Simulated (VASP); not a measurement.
Input of a VASP 6.6.1 run:

The input INCAR:

```
PREC     = Accurate       # precision mode
ENCUT    = 520            # plane-wave cutoff, eV
EDIFF    = 1E-6           # SCF threshold, eV
ISMEAR   = 0              # smearing method
SIGMA    = 0.15           # smearing width, eV
LREAL    = F              # projectors in reciprocal space
LASPH    = T              # aspherical terms in the spheres
NELM     = 80             # most SCF steps
ALGO     = Fast           # electronic algorithm
ISIF     = 2              # what is computed and relaxed
LWAVE    = F              # write WAVECAR
LCHARG   = T              # write CHGCAR
GGA      = PS             # functional
LELF     = T              # ELF
LVHAR    = T            
NBANDS   = 11             # bands
```

The input KPOINTS:

```
regular mesh
0
Gamma
  14 14 14
```

POSCAR

```
Ca
1.0
    0.0000000000      2.7942000000      2.7942000000
    2.7522870000      0.0000000000      2.7942000000
    2.7522870000      2.7942000000      0.0000000000
Ca
1
Direct
    0.0000000000      0.0000000000      0.0000000000
```

Potentials or basis: VASP PAW PBE potentials, release 64 (Ca_sv).

Launch:

```bash
$ cat potpaw_PBE.64/Ca_sv/POTCAR > POTCAR
$ mpirun -np 1 vasp_std > vasp.out
```

Problem. Estimate the pressure.

Solution. -0.9 GPa.

Problem. Predict the band gap on the k mesh.

Solution. Zero (band 5 reaches 1.99 eV, above the bottom of band 6 at 1.65 eV).

Stress tensor (GPa, compression positive):
```
-0.85  0.00  0.00
 0.00 -0.95  0.00
 0.00  0.00 -0.95
```

Caveat: the cell differs from its parent crystal (strain -0.0150 x Voigt [1, 0, 0, 0, 0, 0]); the PAW data sets were made with another functional, which shifts forces and pressure a little.
